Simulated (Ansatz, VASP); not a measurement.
**One calculation of Na2Ru, two programs**

```
Na Ru
1.0
     2.61620   -3.00293    0.00000
     2.61620    3.00293    0.00000
     0.00000    0.00000    8.34017
Na Ru
4 2
Direct
  0.24561 0.24561 0.71089
  0.75439 0.75439 0.71089
  0.24561 0.24561 0.28911
  0.75439 0.75439 0.28911
  0.69633 0.30367 0.00000
  0.30367 0.69633 0.00000
```

Alike in both runs: functional PBE; k mesh 10 × 10 × 6; occupations gaussian, width 0.1 eV; no spin polarisation.

Ansatz relaxed the structure, and its values are those at the end. VASP's run is a single point on that final structure, the one shown.

```csv
,VASP,Ansatz
version,VASP 6.6.1,Ansatz 0.2.0
potentials or method,"VASP PAW PBE potentials, release 64 (Na_pv, Ru_pv), cutoff 520 eV","scalar-relativistic, plane waves, PAW"
valence electrons in the cell,56,68
```

Ansatz gave:

| Quantity | Value |
| --- | --- |
| gap on the k mesh at the Fermi level (eV) | none |
| pressure (GPa) | 0.0 |
| rms of the force components (eV/Å) | 0.002 |

Problem. What did VASP give for the same quantities?

Solution. gap on the k mesh at the Fermi level (eV): none; pressure (GPa): 0.1; rms of the force components (eV/Å): 0.018.

A gap of «none» marks a metal or a gap that the smearing closes. VASP's potentials hold 56 valence electrons a cell and Ansatz's 68, so a difference there can come from the potentials and not from the codes.
